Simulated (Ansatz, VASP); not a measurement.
## Two plane-wave programs on Ge

INCAR

```
SYSTEM = Ge
  PREC = Accurate
  ENCUT = 520
  EDIFF = 1E-6
  ISMEAR = -1
  SIGMA = 0.05
  LREAL = .FALSE.
  LASPH = .TRUE.
  NELM = 100
  ALGO = Normal
  ISIF = 2
  LWAVE = .FALSE.
  LCHARG = .TRUE.
  GGA = PE
  LELF = .TRUE.
  LVHAR = .TRUE.
  NBANDS = 21
```

File KPOINTS:

```
Automatic mesh
0
G
  9 9 9
  0 0 0
```

File POSCAR:

```
Ge
1.0
    0.0000000000      2.7655845373      2.7655845373
    2.7655845373      0.0000000000      2.7655845373
    2.7655845373      2.7655845373      0.0000000000
Ge
2
Direct
    0.5000000000      0.5000000000      0.5000000000
    0.7500000000      0.7500000000      0.7500000000
```

Input for Ansatz:

```yaml
crystal:
  lattice:
    - [0.0, 2.7655845373, 2.7655845373]
    - [2.7655845373, 0.0, 2.7655845373]
    - [2.7655845373, 2.7655845373, 0.0]
  atoms:
    - { symbol: Ge, position: [0.5, 0.5, 0.5] }
    - { symbol: Ge, position: [0.75, 0.75, 0.75] }
hamiltonian:
  xc: pbe
  pseudopotentials:
    kind: paw
    azcp:
      Ge: "pseudopotentials/Ge.paw.azcp"
basis:
  ecutwfc: 420
  fft_grid_basis: typed
kpoints:
  mp_grid: { grid: [9, 9, 9], shift: [0, 0, 0] }
magnetization:
  spin_polarized: false
scf:
  occupations: { method: fermi_dirac, width: 0.05 }
output:
  stress: true
```

Alike in both runs: task single point; functional PBE; k mesh 9 × 9 × 9; occupations fermi-dirac, width 0.05 eV; no spin polarisation.

```csv
,VASP,Ansatz
version,VASP 6.6.1,Ansatz 0.2.0
potentials or method,"VASP PAW PBE potentials, release 64 (Ge_d), cutoff 520 eV","plane waves (420 eV) with PAW, scalar-relativistic"
valence electrons in the cell,28,28
```

```tsv
	VASP	Ansatz	Ansatz less VASP
pressure (GPa)	9.6	9.6	+0.07
```
